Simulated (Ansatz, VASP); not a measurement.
## SiC: VASP beside Ansatz

```
C Si
1.0
     0.00000    1.73463    1.73463
     1.73463    0.00000    1.73463
     1.73463    1.73463    0.00000
C Si
1 1
Direct
  0.00000 0.00000 0.00000
  0.50000 0.50000 0.50000
```

Alike in both runs: task single point; functional r2SCAN; k mesh 22 × 22 × 22; occupations gaussian, width 0.05 eV; no spin polarisation.

|  | VASP | Ansatz |
| --- | --- | --- |
| version | VASP 6.6.1 | Ansatz 0.2.0 |
| potentials or method | VASP PAW PBE potentials, release 64 (C, Si), cutoff 520 eV | scalar-relativistic, plane waves, PAW |
| valence electrons in the cell | 8 | 8 |

Ansatz gave:

| Property | Result |
| --- | --- |
| gap on the k mesh at the Fermi level (eV) | 0.26 |
| least direct gap on the mesh (eV) | 6.97 |

**Question.** Which values does VASP return?

**Answer.** gap on the k mesh at the Fermi level (eV): 0.26; least direct gap on the mesh (eV): 6.98.

VASP's potentials were made for PBE, not for r2SCAN. The functional is the same, so the differences come from potentials, cutoffs and numerics.
